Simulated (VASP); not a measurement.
The system is La2O.

```xyz
3
Lattice="0.0000 3.3793 3.3793 3.3793 0.0000 3.3793 3.3793 3.3793 0.0000" Properties=species:S:1:pos:R:3 pbc="T T T"
La    1.6897    1.6897    1.6897
La    5.0690    5.0690    5.0690
O     0.0000    0.0000    0.0000
```

* Program: VASP 6.6.1
* Task: relaxation of cell and atoms
* Functional: PBE
* Potentials or basis: VASP PAW PBE potentials, release 64 (La, O)
* Cutoff: 600 eV
* k mesh: 4 × 4 × 4
* Occupations: gaussian, width 0.1 eV
* Spin: no spin polarisation

At the start: pressure -8.4 GPa; volume 25.73 Å³/atom.

Problem. How do energy, volume and symmetry change on relaxing?

Solution. Over 3 steps the energy falls by 127.8 meV/atom and the volume is 21.59 Å³/atom (-16.1 %); space group Fm-3m (No. 225, to 0.05 Å).

The path:
```tsv
step	energy change (eV)	largest force (eV/Å)	pressure (GPa)	volume (Å³)
1	0.0000	0.0000	-8.39	77.18
2	-0.3724	0.0000	2.08	63.09
3	-0.3833	0.0000	0.01	64.78
```

Final structure:
```cif
data_structure
_symmetry_space_group_name_H-M 'P 1'
_symmetry_Int_Tables_number 1
_cell_length_a 4.5080
_cell_length_b 4.5080
_cell_length_c 4.5080
_cell_angle_alpha 60.000
_cell_angle_beta 60.000
_cell_angle_gamma 60.000
_cell_volume 64.78
loop_
_atom_site_label
_atom_site_type_symbol
_atom_site_fract_x
_atom_site_fract_y
_atom_site_fract_z
_atom_site_occupancy
La1 La 0.25000 0.25000 0.25000 1
La2 La 0.75000 0.75000 0.75000 1
O1 O 0.00000 0.00000 0.00000 1
```

Caveat: the k points lie up to 0.43 Å⁻¹ apart in the final cell; the volume moved by over 15 % at a fixed basis, so the end points are rough.
